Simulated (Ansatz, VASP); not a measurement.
# One calculation of TiO2, two programs

The input INCAR:

```
  PREC = Accurate
  ENCUT = 520
  EDIFF = 1E-6
  ISMEAR = -1
  SIGMA = 0.08
  LREAL = False
  LASPH = True
  NELM = 60
  ALGO = Normal
  ISIF = 2
  LWAVE = False
  LCHARG = False
  GGA = CA
  NBANDS = 33
```

KPOINTS

```
Automatic mesh
0
Gamma
  13 13 13
```

Contents of POSCAR:

```
TiO2
1.0
   -1.9492750000      1.9492750000      4.7570000000
    1.9492750000     -1.9492750000      4.7570000000
    1.9492750000      1.9492750000     -4.7570000000
Ti O
2 4
Direct
    0.0000000000      0.0000000000      0.0000000000
    0.7500000000      0.2500000000      0.5000000000
    0.2066000000      0.2066000000      0.0000000000
    0.9566000000      0.4566000000      0.5000000000
    0.5434000000      0.0434000000      0.5000000000
    0.7934000000      0.7934000000      0.0000000000
```

Input for Ansatz:

```yaml
crystal:
  lattice:
    - [-1.949275, 1.949275, 4.757]
    - [1.949275, -1.949275, 4.757]
    - [1.949275, 1.949275, -4.757]
  atoms:
    - { symbol: Ti, position: [0.0, 0.0, 0.0] }
    - { symbol: Ti, position: [0.75, 0.25, 0.5] }
    - { symbol: O, position: [0.2066, 0.2066, 0.0] }
    - { symbol: O, position: [0.9566, 0.4566, 0.5] }
    - { symbol: O, position: [0.5434, 0.0434, 0.5] }
    - { symbol: O, position: [0.7934, 0.7934, 0.0] }
kpoints:
  mp_grid: { grid: [13, 13, 13] }
  band_path:
    path:
      - [0.0, 0.0, 0.0]
      - [0.0, 0.0, 0.5]
      - [0.25, 0.25, 0.25]
      - [0.0, 0.5, 0.0]
      - [0.0, 0.0, 0.0]
      - [0.5, 0.5, -0.5]
      - [0.2919778249, 0.7080221751, -0.2919778249]
      - [-0.2919778249, 0.2919778249, 0.2919778249]
      - [0.0, 0.0, 0.0]
    npoints: 5
scf:
  occupations: { method: fermi_dirac, width: 0.08 }
hamiltonian:
  xc: lda
  pseudopotentials: { kind: all_electron, lapw: { basis_error: 0.001 } }
output:
  forces: true
  stress: true
  eigenvalues: true
```

Change from the starting cell: equal xx and yy strain of +3 %.

Alike in both runs: task single point; functional LDA; k mesh 13 × 13 × 13; occupations fermi-dirac, width 0.08 eV; no spin polarisation.

|  | VASP | Ansatz |
| --- | --- | --- |
| version | VASP 6.6.1 | Ansatz 0.2.0 |
| potentials or method | VASP PAW LDA potentials, release 64 (Ti_sv, O), cutoff 520 eV | all-electron LAPW, scalar-relativistic |

```tsv
	VASP	Ansatz	Ansatz less VASP
pressure (GPa)	-15.2	-16.0	-0.77
traceless stress, the component that is largest in VASP (GPa)	5.23	4.99	-0.234
rms of the force components (eV/Å)	0.035	0.017	-0.0186
```

LDA's correlation is that of Perdew and Zunger in VASP and of Perdew and Wang (1992) in Ansatz. Atom by atom the forces differ by 0.019 eV/Å (rms over components). Ansatz ran all-electron here, and VASP with PAW potentials.
